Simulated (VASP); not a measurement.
Input of a VASP 6.6.1 run:

POSCAR

```
ZrC
1.0
    0.0000000000      2.5455200000      2.5455200000
    2.5455200000      0.0000000000      2.5455200000
    2.5455200000      2.5455200000      0.0000000000
Zr C
1 1
Direct
    0.5000000000      0.5000000000      0.5000000000
    0.7500000000      0.7500000000      0.7500000000
```

Contents of INCAR.step1:

```
ALGO = Normal ; EDIFF = 1E-5
ENCUT = 600 ; GGA = PE
ISMEAR = -1 ; LASPH = True
LCHARG = False ; LREAL = False
LWAVE = True ; NBANDS = 15
NELM = 100 ; PREC = Accurate
SIGMA = 0.05
```

The input INCAR.step2:

```
AEXX = 0.25 ; ALGO = Normal
EDIFF = 1E-6 ; EDIFFG = -0.01
ENCUT = 600 ; GGA = PS
IBRION = 2 ; ISIF = 3
ISMEAR = -1 ; ISTART = 1
LASPH = True ; LCHARG = False
LHFCALC = True ; LREAL = False
LWAVE = False ; NELM = 100
NSW = 60 ; PREC = Accurate
PRECFOCK = Normal ; SIGMA = 0.05
```

File KPOINTS:

```
k-points
0
Gamma
  5 5 5
```

Potentials or basis: VASP PAW PBE potentials, release 64 (Zr_sv, C).

Command:

```bash
$ cat potpaw_PBE.64/Zr_sv/POTCAR potpaw_PBE.64/C/POTCAR > POTCAR
$ cp INCAR.step1 INCAR
$ mpirun -np 1 vasp_std > vasp.out
$ cp INCAR.step2 INCAR
$ mpirun -np 1 vasp_std > vasp.out
```

Q: Predict the band gap on the k mesh.

A: 2.11 eV, direct.

Q: What does it give for the space group after relaxing (to 0.05 Å)?

A: F-43m (No. 216).

Q: What does it give for the relaxed volume?

A: 16.09 Å³/atom.

Final structure:
```yaml
crystal:
  lattice:
    - [0.00000, 2.52430, 2.52430]
    - [2.52430, 0.00000, 2.52430]
    - [2.52430, 2.52430, 0.00000]
  atoms:
    - { symbol: Zr, position: [0.50000, 0.50000, 0.50000] }
    - { symbol: C, position: [0.75000, 0.75000, 0.75000] }
```

Caveat: the k points lie up to 0.43 Å⁻¹ apart in the final cell; the PAW data sets were made with another functional, which shifts forces and pressure a little. A k mesh can miss the band edges.
